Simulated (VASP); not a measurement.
Write the native input for VASP 6.6.1 that does the following.

- Task: single point
- Functional: PBE
- Potentials or basis: VASP PAW PBE potentials, release 64 (Ga_d, O)
- Cutoff: 520 eV
- k mesh: 6 × 6 × 6
- Occupations: gaussian, width 0.05 eV
- Spin: no spin polarisation
- Dipole correction: no
- Further INCAR settings: ALGO = Normal; EDIFF = 1e-06; NBANDS = 55

The structure of Ga2O3 lies in POSCAR:

```
Ga2O3
1.0
    2.5919426699      1.4964587982      4.7680869745
   -2.5919426699      1.4964587982      4.7680869745
    0.0000000000     -2.9929175964      4.7680869745
Ga O
4 6
Direct
    0.3558687539      0.3558687539      0.3558687539
    0.1441312461      0.1441312461      0.1441312461
    0.6441312461      0.6441312461      0.6441312461
    0.8558687539      0.8558687539      0.8558687539
    0.5531733332      0.9468266668      0.2500000000
    0.2500000000      0.5531733332      0.9468266668
    0.9468266668      0.2500000000      0.5531733332
    0.4468266668      0.0531733332      0.7500000000
    0.7500000000      0.4468266668      0.0531733332
    0.0531733332      0.7500000000      0.4468266668
```

This cell differs from its parent crystal: strain +0.025 along x and y, +0.050 along z.

One way to write it, as run:

INCAR

```
ALGO = Normal
EDIFF = 1E-6
ENCUT = 520
GGA = PE
ISIF = 2
ISMEAR = 0
LASPH = True
LCHARG = False
LREAL = False
LWAVE = False
NBANDS = 55
NELM = 80
PREC = Accurate
SIGMA = 0.05
```

KPOINTS

```
k-points
0
Gamma
  6 6 6
```

Potentials or basis: VASP PAW PBE potentials, release 64 (Ga_d, O).

Command:

```sh
$ cat potpaw_PBE.64/Ga_d/POTCAR potpaw_PBE.64/O/POTCAR > POTCAR
$ mpirun -np 1 vasp_std > vasp.out
```

Results of the run:

```
Pressure               : -14.6 GPa
Largest force          : 0.055 eV/Å
Band gap on the k mesh : 1.44 eV, indirect (least direct gap 1.60 eV)
```

Caveat: the cell differs from its parent crystal (strain +0.025 along x and y, +0.050 along z).

It took 5.1 min on 1 thread of Intel Xeon 8259CL, with other jobs on the host, peak memory 0.33 GiB.
